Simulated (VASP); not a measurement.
Write the native input for VASP 6.6.1 that does the following.

```
Task                   : single point
Functional             : PBE
Potentials or basis    : VASP PAW PBE potentials, release 64 (Re, Te)
Cutoff                 : 520 eV
k mesh                 : 6 × 6 × 6
Occupations            : gaussian, width 0.1 eV
Spin                   : no spin polarisation
Dipole correction      : no
Further INCAR settings : ALGO = Fast; EDIFF = 1e-06; NBANDS = 17
```

The structure of Re2Te lies in POSCAR:

```
Re2Te
1.0
    0.0000000000      3.0643630790      3.0643630790
    3.0643630790      0.0000000000      3.0643630790
    3.0643630790      3.0643630790      0.0000000000
Re Te
2 1
Direct
    0.2500000000      0.2500000000      0.2500000000
    0.7500000000      0.7500000000      0.7500000000
    0.0000000000      0.0000000000      0.0000000000
```

The input as run:

INCAR

```
SYSTEM = Re2Te
PREC = Accurate
ENCUT = 520
EDIFF = 1E-6
ISMEAR = 0
SIGMA = 0.1
LREAL = .FALSE.
LASPH = .TRUE.
NELM = 100
ALGO = Fast
ISIF = 2
LWAVE = .FALSE.
LCHARG = .FALSE.
GGA = PE
NBANDS = 17
```

KPOINTS

```
Automatic mesh
0
G
  6 6 6
  0 0 0
```

Potentials or basis: VASP PAW PBE potentials, release 64 (Re, Te).

Run with:

```bash
$ cat potpaw_PBE.64/Re/POTCAR potpaw_PBE.64/Te/POTCAR > POTCAR
$ mpirun -np 1 vasp_std > vasp.out
```

Results of the run:

```
Pressure               : 0.0 GPa
Band gap on the k mesh : zero (bands 10 and 11 overlap by 2.06 eV)
```

Caveat: spin-orbit coupling is left out, which moves the levels of the heavy elements.

Wall time 46 s on 1 thread of Intel Xeon 8259CL (shared host), peak memory 0.18 GiB.
